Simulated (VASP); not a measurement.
# Gd (P6_3/mmc) in VASP: single point with BLYP

Aim: the single point of Gd with BLYP.

Program: VASP 6.6.1. These are calculated values, not measurements. Logs are shortened: lines on timing, memory, paths and dates and some standing lists are left out, and cuts for length are marked.

## Step 1: The cell of the first run

Symmetry: P6_3/mmc, No. 194, hexagonal system. Conventional cell: a = 3.690 Å, b = 3.690 Å, c = 5.902 Å, α = 90.00°, β = 90.00°, γ = 120.00°. Within 4.8 Å of Gd (site symmetry -6m2) lie 12 Gd at 3.64 to 3.69 Å.

## Step 2: Single point, BLYP, collinear spin, ferromagnetic start

The input, INCAR:

```
SYSTEM = Gd
  PREC = Accurate
  ENCUT = 520
  EDIFF = 1E-6
  ISMEAR = -1
  SIGMA = 0.05
  LREAL = .FALSE.
  LASPH = .TRUE.
  NELM = 150
  ALGO = Normal
  ISIF = 2
  LWAVE = .FALSE.
  LCHARG = .FALSE.
  ISPIN = 2
  MAGMOM = 7 7
  LORBIT = 11
  LMAXMIX = 6
  GGA = B5
  ALDAX = 1.0
  AGGAX = 1.0
  AGGAC = 1.0
  ALDAC = 0.0
  NBANDS = 29
```

The input, KPOINTS:

```
Automatic mesh
0
G
  10 10 6
  0 0 0
```

The input, POSCAR:

```
Gd
1.0
    3.6895782722      0.0000000000      0.0000000000
   -1.8447891361      3.1952685130      0.0000000000
    0.0000000000      0.0000000000      5.9024455929
Gd
2
Direct
    0.3333333333      0.6666666667      0.2500000000
    0.6666666667      0.3333333333      0.7500000000
```

Potentials or basis: VASP PAW PBE potentials, release 64 (Gd).

Started as:

```console
$ cat potpaw_PBE.64/Gd/POTCAR > POTCAR
$ mpirun -np 1 vasp_std > vasp.out
```

OUTCAR:

```text
SYSTEM = Gd
   PREC = Accurate
   ENCUT = 520
   EDIFF = 1E-6
   ISMEAR = -1
   LREAL = .FALSE.
   LASPH = .TRUE.
   NELM = 150
   ISIF = 2
   ISPIN = 2
   LORBIT = 11
   GGA = B5

 ion  position               nearest neighbor table
   1  0.333  0.667  0.250-
   2  0.667  0.333  0.750-

  LATTYP: Found a hexagonal cell.
 ALAT       =     3.6895782722
 C/A-ratio  =     1.5997615872

  Lattice vectors:

 A1 = (   3.6895782722,   0.0000000000,   0.0000000000)
 A2 = (  -1.8447891361,   3.1952685130,   0.0000000000)
 A3 = (   0.0000000000,   0.0000000000,   5.9024455929)

Analysis of symmetry for initial positions (statically):
=====================================================================
 Subroutine PRICEL returns:
 Original cell was already a primitive cell.

 Routine SETGRP: Setting up the symmetry group for a
 hexagonal supercell.

 Subroutine GETGRP returns: Found 24 space group operations
 (whereof 12 operations were pure point group operations)
 out of a pool of 24 trial point group operations.

The static configuration has the point symmetry D_3d.
 The point group associated with its full space group is D_6h.

Analysis of symmetry for dynamics (positions and initial velocities):
=====================================================================
 Subroutine PRICEL returns:
 Original cell was already a primitive cell.

 Routine SETGRP: Setting up the symmetry group for a
 hexagonal supercell.

 Subroutine GETGRP returns: Found 24 space group operations
 (whereof 12 operations were pure point group operations)
 out of a pool of 24 trial point group operations.

The dynamic configuration has the point symmetry D_3d.
 The point group associated with its full space group is D_6h.

Analysis of structural, dynamic, and magnetic symmetry:
=====================================================================
 Subroutine PRICEL returns:
 Original cell was already a primitive cell.

 Routine SETGRP: Setting up the symmetry group for a
 hexagonal supercell.

 Subroutine GETGRP returns: Found 24 space group operations
 (whereof 12 operations were pure point group operations)
 out of a pool of 24 trial point group operations.

The overall configuration has the point symmetry D_3d.
 The point group associated with its full space group is D_6h.

 Subroutine INISYM returns: Found 24 space group operations
 (whereof 12 operations are pure point group operations),
 and found     1 'primitive' translations

----------------------------------------------------------------------------------------

                                     Primitive cell

  volume of cell :      69.5851

  direct lattice vectors                    reciprocal lattice vectors
     3.689578272  0.000000000  0.000000000     0.271033686  0.156481372  0.000000000
    -1.844789136  3.195268513  0.000000000     0.000000000  0.312962743  0.000000000
     0.000000000  0.000000000  5.902445593     0.000000000  0.000000000  0.169421299

  length of vectors
     3.689578272  3.689578272  5.902445593     0.312962743  0.312962743  0.169421299

  position of ions in fractional coordinates (direct lattice)
     0.333333333  0.666666667  0.250000000
     0.666666667  0.333333333  0.750000000

  ion indices of the primitive-cell ions
   primitive index   ion index
                 1           1
                 2           2

----------------------------------------------------------------------------------------

 KPOINTS: Automatic mesh

Automatic generation of k-mesh.
 Grid dimensions read from file:
 generate k-points for:   10   10    6

 Generating k-lattice:

  Cartesian coordinates                     Fractional coordinates (reciprocal lattice)
     0.027103369  0.015648137  0.000000000     0.100000000  0.000000000  0.000000000
     0.000000000  0.031296274  0.000000000     0.000000000  0.100000000  0.000000000
     0.000000000  0.000000000  0.028236883     0.000000000  0.000000000  0.166666667

  Length of vectors
     0.031296274  0.031296274  0.028236883

  Shift w.r.t. Gamma in fractional coordinates (k-lattice)
     0.000000000  0.000000000  0.000000000

 Subroutine IBZKPT returns following result:
 ===========================================

 Found     56 irreducible k-points:

 Following reciprocal coordinates:
            Coordinates               Weight
  0.000000  0.000000  0.000000      1.000000
  0.100000  0.000000  0.000000      6.000000
  0.200000  0.000000  0.000000      6.000000
  0.300000 -0.000000  0.000000      6.000000
  0.400000  0.000000  0.000000      6.000000
  0.500000 -0.000000  0.000000      3.000000
[... 16 lines left out ...]
  0.300000  0.100000  0.166667     24.000000
  0.400000  0.100000  0.166667     24.000000
 [... further k-points ...]
   k-points           NKPTS =     56   k-points in BZ     NKDIM =     56   number of bands    NBANDS=     29
   number of dos      NEDOS =    301   number of ions     NIONS =      2
   total plane-waves  NPLWV =  37632
   dimension x,y,z NGX =    28 NGY =   28 NGZ =   48
   dimension x,y,z NGXF=    56 NGYF=   56 NGZF=   96
   ions per type =               2
   NGX,Y,Z   is equivalent  to a cutoff of  12.62, 12.62, 13.52 a.u.
   NGXF,Y,Z  is equivalent  to a cutoff of  25.23, 25.23, 27.04 a.u.
 SYSTEM =  Gd
   PREC   = accura    normal or accurate (medium, high low for compatibility)
   ISTART =      0    job   : 0-new  1-cont  2-samecut
   ICHARG =      2    charge: 1-file 2-atom 10-const
   ISPIN  =      2    spin polarized calculation?
   LNONCOLLINEAR =      F non collinear calculations
   LSORBIT =      F    spin-orbit coupling
   LASPH  =      T    aspherical Exc in radial PAW
   ENCUT  =  520.0 eV  38.22 Ry    6.18 a.u.   6.86  6.86 10.97*2*pi/ulx,y,z
   NELM   =    150;   NELMIN=  2; NELMDL= -5     # of ELM steps
   EDIFF  = 0.1E-05   stopping-criterion for ELM
   LREAL  =      F    real-space projection
   EDIFFG = 0.1E-04   stopping-criterion for IOM
   NSW    =      0    number of steps for IOM
   IBRION =     -1    ionic relax: 0-MD 1-quasi-New 2-CG
   NFREE  =      0    steps in history (QN), initial steepest desc. (CG)
   ISIF   =      2    stress and relaxation
   ISYM   =      2    0-nonsym 1-usesym 2-fastsym
   POTIM  = 0.5000    time-step for ionic-motion
   TEBEG  =    0.0;   TEEND  =   0.0 temperature during run
   PSTRESS=    0.0 pullay stress
   NELECT =      36.0000    total number of electrons
   NUPDOWN=      -1.0000    fix difference up-down
   EMIN   =  10.00;   EMAX   =-10.00  energy-range for DOS
   EFERMI =   0.00;   METHOD = LEGACY
   ISMEAR =    -1;   SIGMA  =   0.05  broadening in eV -4-tet -1-fermi 0-gaus
   EFERMI_NEDOS =   21; number of points for ismear=-14 and -15
   IALGO  =     38    algorithm
   IMIX   =      4    mixing-type and parameters
     AMIX     =   0.40;   BMIX     =  1.00
     AMIX_MAG =   1.60;   BMIX_MAG =  1.00
  volume/ion in A,a.u.               =      34.79       234.79
  Fermi-wavevector in a.u.,A,eV,Ry     =   1.314227  2.483528 23.499873  1.727192
  Thomas-Fermi vector in A             =   2.444494
   LORBIT       =     11    0 simple, 1 ext, 2 COOP (PROOUT), +10 PAW based schemes
   GGA     = B5    functional components
   LHFCALC =     F    Hartree Fock is set to
   AEXX    =    0.0000 exact exchange contribution
   IVDW    =     0    specifies the selected vdW correction
   LEPSILON=     F    determine dielectric tensor
   LRPA    =     F    only Hartree local field effects (RPA)
 spin polarized calculation
  energy-cutoff  :      520.00
  volume of cell :       69.59
 maximum number of plane-waves:      1890
 NGX is ok and might be reduce to    28
   NGX = 13   NGY = 13   NGZ = 21

 number of electron      35.9999998 magnetization      14.9436688

 Free energy of the ion-electron system (eV)
  ---------------------------------------------------
  ext. energy  EPLUGINS =         0.00000000
  ---------------------------------------------------
  free energy    TOTEN  =       -21.07429549 eV

  energy without entropy =      -21.02998273  energy(sigma->0) =      -21.05213911

 E-fermi :   3.2068     XC(G=0):  -9.2518

 val. band max:        3.1997470855   @ k =   0.3000   0.2000   0.3333
 cond. band min:       3.2146095323   @ k =   0.2000   0.2000   0.0000
 fundamental gap:      0.0148624468
 Fermi energy:         3.2067951256

 spin component 1

 k-point     1 :       0.0000    0.0000    0.0000
  band No.  band energies     occupation
      1     -41.8627      1.00000
      2     -41.8071      1.00000
      3     -19.7184      1.00000
      4     -19.2006      1.00000
      5     -19.2006      1.00000
      6     -19.1113      1.00000
[... 21 lines left out ...]
     28       4.6475      0.00000
     29       5.1004      0.00000
[... 705 lines left out ...]
 k-point    24 :       0.4000    0.1000    0.1667
  band No.  band energies     occupation
      1     -41.8120      1.00000
      2     -41.7960      1.00000
      3     -19.6359      1.00000
      4     -19.5453      1.00000
      5     -19.4119      1.00000
      6     -19.3341      1.00000
[... 21 lines left out ...]
     28       4.4840      0.00000
     29       4.9311      0.00000

 [... further k-points ...]

 spin component 2

 k-point     1 :       0.0000    0.0000    0.0000
  band No.  band energies     occupation
      1     -38.8451      1.00000
      2     -38.7746      1.00000
      3     -17.6290      1.00000
      4     -16.9874      1.00000
      5     -16.9874      1.00000
      6     -16.8809      1.00000
[... 21 lines left out ...]
     28       5.6380      0.00000
     29       6.0983      0.00000
[... 705 lines left out ...]
 k-point    24 :       0.4000    0.1000    0.1667
  band No.  band energies     occupation
      1     -38.7807      1.00000
      2     -38.7606      1.00000
      3     -17.5256      1.00000
      4     -17.4120      1.00000
      5     -17.2517      1.00000
      6     -17.1523      1.00000
[... 21 lines left out ...]
     28       5.4393      0.00000
     29       5.8327      0.00000

 [... further k-points ...]
[... 5 lines left out ...]
  --------------------------------------------------------------------------------------
  -------------------------------------------------------------------------------------
  Total        0.0505779      0.0505779      0.0514437      0.0000000      0.0000000     -0.0000000
  in kB        1.1645430      1.1645430      1.1844767      0.0000000      0.0000000     -0.0000000
  external PRESSURE =       1.1711876 kB  Pullay stress =       0.0000000 kB

 VOLUME and BASIS-vectors are now :
 -----------------------------------------------------------------------------
  energy-cutoff  :      520.00
  volume of cell :       69.59
      direct lattice vectors                 reciprocal lattice vectors
     3.689578272  0.000000000  0.000000000     0.271033686  0.156481372  0.000000000
    -1.844789136  3.195268513  0.000000000     0.000000000  0.312962743  0.000000000
     0.000000000  0.000000000  5.902445593     0.000000000  0.000000000  0.169421299

 POSITION                                       TOTAL-FORCE (eV/Angst)
 -----------------------------------------------------------------------------------
     -0.00000      2.13018      1.47561         0.000000      0.000000      0.000000
      1.84479      1.06509      4.42683        -0.000000     -0.000000      0.000000
 -----------------------------------------------------------------------------------
    total drift:                               -0.000000      0.000000     -0.000000

  FREE ENERGIE OF THE ION-ELECTRON SYSTEM (eV)
  ---------------------------------------------------
  free  energy   TOTEN  =       -21.0742954933 eV

  energy  without entropy=      -21.0299827265  energy(sigma->0) =      -21.05213911

 total charge

# of ion       s       p       d       f       tot
--------------------------------------------------
    1        2.073   5.550   0.565   7.020  15.208
    2        2.073   5.550   0.565   7.020  15.208
--------------------------------------------------
tot          4.145  11.100   1.131  14.040  30.416

 magnetization (x)

# of ion       s       p       d       f       tot
--------------------------------------------------
    1        0.004  -0.051   0.193   6.778   6.924
    2        0.004  -0.051   0.193   6.778   6.924
--------------------------------------------------
tot          0.007  -0.102   0.386  13.557  13.848
```

Run time: 6.6 min. Hardware: 1 thread of Intel Xeon Platinum 8488C (Sapphire Rapids), shared host; peak memory 0.34 GiB.

Results:

```yaml
Free_energy: -21.0743 eV
Pressure: 0.1 GPa
Net_moment: 14.94 μB per cell
Site_moments: Gd +6.92 μB
Valence_electrons_inside_the_program's_atomic_spheres: Gd 15.21
```

Levels at points of the mesh, in eV from the Fermi level:
Spin up:
```
           k point  band 24  band 25  band 26  band 27  band 28  band 29
(0.00, 0.00, 0.00)    -2.25     1.15     1.33     1.33     1.44     1.89
(0.50, 0.00, 0.00)    -1.52    -1.11     0.06     1.11     1.13     1.73
(0.00, 0.00, 0.50)    -3.34     0.56     0.56     1.26     1.26     1.26
(0.50, 0.00, 0.50)    -1.94    -0.33    -0.33     1.57     1.57     2.49
```
Spin down:
```
           k point  band 8  band 9  band 10  band 11  band 12  band 13
(0.00, 0.00, 0.00)  -20.07   -4.10    -1.47     0.24     0.27     0.31
(0.50, 0.00, 0.00)  -20.17   -1.13    -0.87    -0.56     0.27     0.34
(0.00, 0.00, 0.50)  -20.14   -2.63    -2.63     0.17     0.17     0.34
(0.50, 0.00, 0.50)  -20.26   -1.31    -1.31     0.15     0.15     0.37
```

Caveat: the PAW data sets were made with another functional, which shifts forces and pressure a little; spin-orbit coupling is left out, which moves the levels of the heavy elements. The state reached can hang on the start; a lower one may exist.
